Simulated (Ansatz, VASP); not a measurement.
Two plane-wave programs on Ti2W3

```xyz
5
Lattice="-1.5908 1.5908 7.9540 1.5908 -1.5908 7.9540 1.5908 1.5908 -7.9540" Properties=species:S:1:pos:R:3 pbc="T T T"
Ti    0.0000    0.0000    3.1816
Ti    0.0000    0.0000   12.7264
W     0.0000    0.0000    0.0000
W     0.0000    0.0000    9.5448
W     0.0000    0.0000    6.3632
```

Alike in both runs: task single point; functional PBE; k mesh 8 × 8 × 8; occupations gaussian, width 0.1 eV; no spin polarisation.

```csv
,VASP,Ansatz
version,VASP 6.6.1,Ansatz 0.2.0
potentials or method,"VASP PAW PBE potentials, release 64 (Ti_sv, W_sv), cutoff 520 eV","scalar-relativistic, plane waves, PAW"
valence electrons in the cell,66,66
```

|  | VASP | Ansatz | Ansatz less VASP |
| --- | --- | --- | --- |
| gap on the k mesh at the Fermi level (eV) | none | none | - |
| pressure (GPa) | 1.2 | 1.0 | -0.14 |
| traceless stress, the component that is largest in VASP (GPa) | 0.22 | 0.22 | 0.000 |
| rms of the force components (eV/Å) | 0.370 | 0.377 | +0.0071 |

Atom by atom the forces differ by 0.015 eV/Å (rms over components). A gap of «none» marks a metal or a gap that the smearing closes. With one functional, cell and mesh, what is left measures potentials, basis and numerics.

Spin-orbit coupling is off throughout.
